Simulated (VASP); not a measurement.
Set up this calculation in VASP 6.6.1, as the native input.

| Quantity | Value |
| --- | --- |
| Task | single point |
| Functional | BLYP |
| Potentials or basis | VASP PAW PBE potentials, release 64 (Ag) |
| Cutoff | 500 eV |
| k mesh | 13 × 13 × 12 |
| Occupations | fermi-dirac, width 0.1 eV |
| Spin | no spin polarisation |
| Dipole correction | no |
| Further INCAR settings | ALGO = Normal; EDIFF = 1e-06; NBANDS = 18 |

The structure of Ag lies in POSCAR:

```
Ag
1.0
   -3.2302560482      3.6723071457      1.4806878860
    3.6723071457     -3.2302560482      1.4806878860
    2.1204701759      2.1204701759     -0.6710704912
Ag
2
Direct
    0.0090746127      0.9909253873      1.0000000000
    0.7409253873      0.2590746127      0.5000000000
```

This cell differs from its parent crystal: volume scaled by 1.12.

These files were run (other wordings do the same):

INCAR

```
PREC = Accurate
ENCUT = 500
EDIFF = 1E-6
ISMEAR = -1
SIGMA = 0.1
LREAL = False
LASPH = True
NELM = 120
ALGO = Normal
ISIF = 2
LWAVE = False
LCHARG = False
GGA = B5
ALDAX = 1.0
AGGAX = 1.0
AGGAC = 1.0
ALDAC = 0.0
NBANDS = 18
GGA_COMPAT = False
```

KPOINTS

```
Automatic mesh
0
Gamma
  13 13 12
```

Potentials or basis: VASP PAW PBE potentials, release 64 (Ag).

Launch:

```bash
$ cat potpaw_PBE.64/Ag/POTCAR > POTCAR
$ mpirun -np 1 vasp_std > vasp.out
```

Results of the run:

```yaml
Pressure: -5.0 GPa
Largest_force: 0.067 eV/Å
Band_gap_on_the_k_mesh: zero (band 11 reaches 8.83 eV, above the bottom of band 12 at 2.60 eV)
```

Caveat: the PAW data sets were made with another functional, which shifts forces and pressure a little.

Run time: 9.1 min on 1 thread of AMD EPYC 7R13, on a shared host, peak memory 0.43 GiB.
